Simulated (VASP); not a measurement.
# C (P6_3/mmc) in VASP: a series of runs

Runs on C. Level: PBEsol. Tasks: single point, relaxation of the atoms.

Program: VASP 6.6.1. These are calculated values, not measurements. Logs are shortened: lines on timing, memory, paths and dates and some standing lists are left out, and cuts for length are marked.

## Step 1: The cell of the first run

Symmetry: P6_3/mmc, No. 194, hexagonal system. The conventional cell has a = 2.474 Å, b = 2.474 Å, c = 4.119 Å, α = 90.00°, β = 90.00°, γ = 120.00°. Within 2.0 Å of C (site symmetry 3m) lie 4 C at 1.52 to 1.54 Å.

## Step 2: Single point, PBEsol (strained cell)

INCAR reads:

```
PREC = Accurate
ENCUT = 520
EDIFF = 1E-7
ISMEAR = 0
SIGMA = 0.02
LREAL = False
LASPH = True
NELM = 60
ALGO = Normal
ISIF = 2
LWAVE = False
LCHARG = False
GGA = PS
NBANDS = 16
```

KPOINTS reads:

```
Automatic mesh
0
Gamma
  9 9 6
```

POSCAR reads:

```
C
1.0
    2.4737402487      0.0000000000      0.0000000000
   -1.2368701244      2.1423218978      0.0000000000
    0.0000000000      0.0000000000      4.1189829197
C
4
Direct
    0.3333333333      0.6666666667     -0.0000837947
    0.6666666667      0.3333333333      0.4999162053
    0.3333333333      0.6666666667      0.3740837947
    0.6666666667      0.3333333333      0.8740837947
```

Potentials or basis: VASP PAW PBE potentials, release 64 (C).

Command:

```sh
> cat potpaw_PBE.64/C/POTCAR > POTCAR
> mpirun -np 1 vasp_std > vasp.out
```

OUTCAR:

```text
PREC = Accurate
   ENCUT = 520
   EDIFF = 1E-7
   ISMEAR = 0
   LREAL = False
   LASPH = True
   NELM = 60
   ISIF = 2
   GGA = PS

 ion  position               nearest neighbor table
   1  0.333  0.667  1.000-   4 1.52   4 1.52   4 1.52   3 1.54
   2  0.667  0.333  0.500-   3 1.52   3 1.52   3 1.52   4 1.54
   3  0.333  0.667  0.374-   2 1.52   2 1.52   2 1.52   1 1.54
   4  0.667  0.333  0.874-   1 1.52   1 1.52   1 1.52   2 1.54

  LATTYP: Found a hexagonal cell.
 ALAT       =     2.4737402487
 C/A-ratio  =     1.6650830344

  Lattice vectors:

 A1 = (   2.4737402487,   0.0000000000,   0.0000000000)
 A2 = (  -1.2368701244,   2.1423218978,   0.0000000000)
 A3 = (   0.0000000000,   0.0000000000,   4.1189829197)

Analysis of symmetry for initial positions (statically):
=====================================================================
 Subroutine PRICEL returns:
 Original cell was already a primitive cell.

 Routine SETGRP: Setting up the symmetry group for a
 hexagonal supercell.

 Subroutine GETGRP returns: Found 24 space group operations
 (whereof  6 operations were pure point group operations)
 out of a pool of 24 trial point group operations.

The static configuration has the point symmetry C_3v.
 The point group associated with its full space group is D_6h.

Analysis of symmetry for dynamics (positions and initial velocities):
=====================================================================
 Subroutine PRICEL returns:
 Original cell was already a primitive cell.

 Routine SETGRP: Setting up the symmetry group for a
 hexagonal supercell.

 Subroutine GETGRP returns: Found 24 space group operations
 (whereof  6 operations were pure point group operations)
 out of a pool of 24 trial point group operations.

The dynamic configuration has the point symmetry C_3v.
 The point group associated with its full space group is D_6h.

 Subroutine INISYM returns: Found 24 space group operations
 (whereof  6 operations are pure point group operations),
 and found     1 'primitive' translations

----------------------------------------------------------------------------------------

                                     Primitive cell

  volume of cell :      21.8287

  direct lattice vectors                    reciprocal lattice vectors
[... 86 lines left out ...]
   LNONCOLLINEAR =      F non collinear calculations
   LSORBIT =      F    spin-orbit coupling
   LASPH  =      T    aspherical Exc in radial PAW
   ENCUT  =  520.0 eV  38.22 Ry    6.18 a.u.   4.60  4.60  7.66*2*pi/ulx,y,z
   NELM   =     60;   NELMIN=  2; NELMDL= -5     # of ELM steps
   EDIFF  = 0.1E-06   stopping-criterion for ELM
   LREAL  =      F    real-space projection
   EDIFFG = 0.1E-05   stopping-criterion for IOM
   NSW    =      0    number of steps for IOM
   IBRION =     -1    ionic relax: 0-MD 1-quasi-New 2-CG
   NFREE  =      0    steps in history (QN), initial steepest desc. (CG)
   ISIF   =      2    stress and relaxation
   ISYM   =      2    0-nonsym 1-usesym 2-fastsym
   POTIM  = 0.5000    time-step for ionic-motion
   TEBEG  =    0.0;   TEEND  =   0.0 temperature during run
   PSTRESS=    0.0 pullay stress
   NELECT =      16.0000    total number of electrons
   NUPDOWN=      -1.0000    fix difference up-down
   EMIN   =  10.00;   EMAX   =-10.00  energy-range for DOS
   EFERMI =   0.00;   METHOD = LEGACY
   ISMEAR =     0;   SIGMA  =   0.02  broadening in eV -4-tet -1-fermi 0-gaus
   EFERMI_NEDOS =   21; number of points for ismear=-14 and -15
   IALGO  =     38    algorithm
   IMIX   =      4    mixing-type and parameters
     AMIX     =   0.40;   BMIX     =  1.00
     AMIX_MAG =   1.60;   BMIX_MAG =  1.00
  volume/ion in A,a.u.               =       5.46        36.83
  Fermi-wavevector in a.u.,A,eV,Ry     =   1.476064  2.789357 29.643901  2.178765
  Thomas-Fermi vector in A             =   2.590637
   LORBIT       =      0    0 simple, 1 ext, 2 COOP (PROOUT), +10 PAW based schemes
   GGA     = PS    functional components
   LHFCALC =     F    Hartree Fock is set to
   AEXX    =    0.0000 exact exchange contribution
   IVDW    =     0    specifies the selected vdW correction
   LEPSILON=     F    determine dielectric tensor
   LRPA    =     F    only Hartree local field effects (RPA)
 non-spin polarized calculation
 Gauss-broadening in eV      SIGMA  =   0.02
  energy-cutoff  :      520.00
  volume of cell :       21.83
 maximum number of plane-waves:       602
   NGX =  9   NGY =  9   NGZ = 15

 number of electron      15.9999994 magnetization

 Free energy of the ion-electron system (eV)
  ---------------------------------------------------
  ext. energy  EPLUGINS =         0.00000000
  ---------------------------------------------------
  free energy    TOTEN  =       -38.36859096 eV

  energy without entropy =      -38.36859096  energy(sigma->0) =      -38.36859096

 E-fermi :  10.8013     XC(G=0): -13.6179

 val. band max:       10.5993077777   @ k =   0.0000   0.0000   0.0000
 cond. band min:      13.5140673247   @ k =   0.3333   0.3333   0.0000
 fundamental gap:      2.9147595470
 Fermi energy:        10.8012913416

 k-point     1 :       0.0000    0.0000    0.0000
  band No.  band energies     occupation
      1     -11.7940      2.00000
      2      -5.9479      2.00000
      3      -3.6689      2.00000
      4       7.3738      2.00000
      5       7.3738      2.00000
      6      10.0435      2.00000
[... 433 lines left out ...]
      3      -0.9041      2.00000
      4      -0.1644      2.00000
      5      -0.1644      2.00000
      6       2.7383      2.00000
[... 8 lines left out ...]
     15      26.6856      0.00000
     16      26.6856      0.00000

 [... further k-points ...]
[... 5 lines left out ...]
  --------------------------------------------------------------------------------------
  -------------------------------------------------------------------------------------
  Total        2.1221467      2.1221467      2.1569084     -0.0000000      0.0000000      0.0000000
  in kB      155.7604395    155.7604395    158.3118661     -0.0000000      0.0000000      0.0000000
  external PRESSURE =     156.6109150 kB  Pullay stress =       0.0000000 kB

 VOLUME and BASIS-vectors are now :
 -----------------------------------------------------------------------------
  energy-cutoff  :      520.00
  volume of cell :       21.83
      direct lattice vectors                 reciprocal lattice vectors
     2.473740249  0.000000000  0.000000000     0.404246161  0.233391630  0.000000000
    -1.236870124  2.142321898  0.000000000     0.000000000  0.466783260  0.000000000
     0.000000000  0.000000000  4.118982920     0.000000000  0.000000000  0.242778380

 POSITION                                       TOTAL-FORCE (eV/Angst)
 -----------------------------------------------------------------------------------
     -0.00000      1.42821      4.11864         0.000000      0.000000      0.005618
      1.23687      0.71411      2.05915        -0.000000     -0.000000      0.005618
     -0.00000      1.42821      1.54084         0.000000     -0.000000     -0.005618
      1.23687      0.71411      3.60034        -0.000000     -0.000000     -0.005618
 -----------------------------------------------------------------------------------
    total drift:                               -0.000000      0.000000     -0.000002

  FREE ENERGIE OF THE ION-ELECTRON SYSTEM (eV)
  ---------------------------------------------------
  free  energy   TOTEN  =       -38.3685909590 eV

  energy  without entropy=      -38.3685909590  energy(sigma->0) =      -38.36859096
```

stdout:

```text
POSCAR found type information on POSCAR C
 POSCAR found :  1 types and       4 ions
 scaLAPACK will be used
 -----------------------------------------------------------------------------
|                                                                             |
|                                                                             |
|     You enforced a specific xc type in the INCAR file but a different       |
|     I HOPE YOU KNOW WHAT YOU ARE DOING!                                     |
|                                                                             |
 -----------------------------------------------------------------------------

 LDA part: xc-table for (Slater+PW92), standard interpolation
 POSCAR, INCAR and KPOINTS ok, starting setup
 FFT: planning ... GRIDC
 FFT: planning ... GRID_SOFT
 FFT: planning ... GRID
 WAVECAR not read
 entering main loop
```

Run time: 23 s. Hardware: 1 thread of Intel Xeon 8259CL, shared host; peak memory 0.13 GiB.

Results:

| Item | Value |
| --- | --- |
| Free energy | -38.3686 eV |
| Pressure | 15.7 GPa |
| Largest force | 0.006 eV/Å |
| Band gap on the k mesh | 2.91 eV, indirect (least direct gap 4.96 eV) |

Forces in eV/Å, atoms in the order of the input:
```
C    0.000  0.000  0.006
C    0.000  0.000  0.006
C    0.000  0.000 -0.006
C    0.000  0.000 -0.006
```

Stress tensor (GPa, compression positive):
```
15.58  0.00  0.00
 0.00 15.58  0.00
 0.00  0.00 15.83
```

Caveat: the cell differs from its parent crystal (strained cell); the PAW data sets were made with another functional, which shifts forces and pressure a little. A k mesh can miss the band edges.

## Step 3: Single point, PBEsol

INCAR reads:

```
PREC = Accurate
ENCUT = 520
EDIFF = 1E-6
ISMEAR = 0
SIGMA = 0.01
LREAL = F
LASPH = T
NELM = 80
ALGO = Normal
ISIF = 2
LWAVE = F
LCHARG = F
GGA = PS
NBANDS = 16
```

KPOINTS reads:

```
regular mesh
0
Gamma
  9 9 6
```

POSCAR is that of step 2.

Potentials or basis: VASP PAW PBE potentials, release 64 (C).

Command:

```sh
> cat potpaw_PBE.64/C/POTCAR > POTCAR
> mpirun -np 1 vasp_std > vasp.out
```

Run time: 15 s. Hardware: 1 thread of Intel Xeon 8259CL, shared host; peak memory 0.13 GiB.

The run converged. Its results:

```
Free energy            : -38.3686 eV
Pressure               : 15.7 GPa
Largest force          : 0.006 eV/Å
Band gap on the k mesh : 2.91 eV, indirect (least direct gap 4.96 eV)
```

Forces on the atoms (eV/Å):
```
C    0.000  0.000  0.006
C    0.000  0.000  0.006
C    0.000  0.000 -0.006
C    0.000  0.000 -0.006
```

Stress tensor (GPa, compression positive):
```
15.58  0.00  0.00
 0.00 15.58  0.00
 0.00  0.00 15.83
```

Levels at points of the mesh, in eV from the valence-band top:
```
           k point  band 4  band 5  band 6  band 7  band 8  band 9  band 10  band 11  band 12  band 13
(0.00, 0.00, 0.00)   -3.23   -3.23   -0.56    0.00    0.00    4.96     4.96     5.38     8.59     9.71
(0.00, 0.00, 0.50)   -7.32   -1.94   -1.94   -1.94   -1.94    7.33     7.33     7.33     7.33     7.91
```

Caveat: the PAW data sets were made with another functional, which shifts forces and pressure a little.

## Step 4: Single point, PBEsol

INCAR reads:

```
SYSTEM = C
ALGO = Normal
EDIFF = 1E-6
ENCUT = 520
GGA = PS
ISIF = 2
ISMEAR = 0
LASPH = .TRUE.
LCHARG = .FALSE.
LREAL = .FALSE.
LWAVE = .FALSE.
NBANDS = 16
NELM = 100
PREC = Accurate
SIGMA = 0.01
```

KPOINTS reads:

```
k-points
0
G
  9 9 6
  0 0 0
```

POSCAR is that of step 3.

Command:

```sh
> cat potpaw_PBE.64/C/POTCAR > POTCAR
> mpirun -np 1 vasp_std > vasp.out
```

Run time: 18 s. Hardware: 1 thread of Intel Xeon 8259CL, shared host; peak memory 0.13 GiB.

Results (log left out):

```
Free energy            : -38.3686 eV
Pressure               : 15.7 GPa
Largest force          : 0.006 eV/Å
Band gap on the k mesh : 2.91 eV, indirect (least direct gap 4.96 eV)
```

Forces in eV/Å, atoms in the order of the input:
```
C    0.000  0.000  0.006
C    0.000  0.000  0.006
C    0.000  0.000 -0.006
C    0.000  0.000 -0.006
```

Stress tensor (GPa, compression positive):
```
15.58  0.00  0.00
 0.00 15.58  0.00
 0.00  0.00 15.83
```

Levels at points of the mesh, in eV from the valence-band top:
```tsv
k point	band 5	band 6	band 7	band 8	band 9	band 10	band 11	band 12
(0.00, 0.00, 0.00)	-3.23	-0.56	0.00	0.00	4.96	4.96	5.38	8.59
(0.00, 0.00, 0.50)	-1.94	-1.94	-1.94	-1.94	7.33	7.33	7.33	7.33
```

Caveat: the PAW data sets were made with another functional, which shifts forces and pressure a little.

## Step 5: Relaxation of the atoms, PBEsol (strained cell)

INCAR reads:

```
ALGO = Normal ; EDIFF = 1E-7
EDIFFG = -0.002 ; ENCUT = 520
GGA = PS ; IBRION = 2
ISIF = 2 ; ISMEAR = 0
LASPH = T ; LCHARG = F
LREAL = F ; LWAVE = F
NELM = 80 ; NSW = 60
PREC = Accurate ; SIGMA = 0.02
```

KPOINTS reads:

```
k-points
0
Gamma
  9 9 6
```

POSCAR reads:

```
C
1.0
    2.4737402487      0.0000000000      0.0000000000
   -1.2368701244      2.1423218978      0.0000000000
    0.0000000000      0.0000000000      4.1189829197
C
4
Direct
    0.3333333333      0.6666666667     -0.0002008248
    0.6666666667      0.3333333333      0.4997991752
    0.3333333333      0.6666666667      0.3742008248
    0.6666666667      0.3333333333      0.8742008248
```

Command:

```sh
> cat potpaw_PBE.64/C/POTCAR > POTCAR
> mpirun -np 1 vasp_std > vasp.out
```

Wall time 26 s (1 thread of Intel Xeon 8259CL, shared host); peak memory 0.13 GiB.

Results (log left out):

- Free energy: -38.3686 eV
- Energy gained by relaxing: 0.0 meV/atom
- Ionic steps: 3
- Pressure after relaxing: 15.7 GPa
- Band gap on the k mesh: 2.91 eV, indirect (least direct gap 4.95 eV)

Stress tensor (GPa, compression positive):
```
15.57  0.00  0.00
 0.00 15.57  0.00
 0.00  0.00 15.84
```

Final structure:
```cif
data_structure
_symmetry_space_group_name_H-M 'P 1'
_symmetry_Int_Tables_number 1
_cell_length_a 2.4737
_cell_length_b 2.4737
_cell_length_c 4.1190
_cell_angle_alpha 90.000
_cell_angle_beta 90.000
_cell_angle_gamma 120.000
_cell_volume 21.83
loop_
_atom_site_label
_atom_site_type_symbol
_atom_site_fract_x
_atom_site_fract_y
_atom_site_fract_z
_atom_site_occupancy
C1 C 0.33333 0.66667 0.99993 1
C2 C 0.66667 0.33333 0.49993 1
C3 C 0.33333 0.66667 0.37407 1
C4 C 0.66667 0.33333 0.87407 1
```

Levels at points of the mesh, in eV from the valence-band top:
```
           k point  band 6  band 7  band 8  band 9  band 10  band 11
(0.00, 0.00, 0.00)   -0.56    0.00    0.00    4.95     4.95     5.39
(0.00, 0.00, 0.50)   -1.94   -1.94   -1.94    7.32     7.32     7.32
```

Caveat: the cell differs from its parent crystal (strained cell); the PAW data sets were made with another functional, which shifts forces and pressure a little. A k mesh can miss the band edges.

## Step 6: Overview

| task | cell | smearing | gap on the mesh (eV) | pressure (GPa) | largest force (eV/Å) |
| --- | --- | --- | --- | --- | --- |
| single point | as given | gaussian 0.02 eV | 2.91 | 15.7 | 0.01 |
| single point | as given | gaussian 0.01 eV | 2.91 | 15.7 | 0.01 |
| relaxation of the atoms | atoms relaxed | gaussian 0.02 eV | 2.91 | 15.7 | - |

Alike in all rows: level PBEsol; potentials or basis VASP PAW PBE potentials, release 64 (C); no spin polarisation; k mesh 9 × 9 × 6; cutoff (eV) 520.

Caveats: the PAW data sets were made with another functional, which shifts forces and pressure a little.

Absolute energies hang on the potentials; compare differences alone.
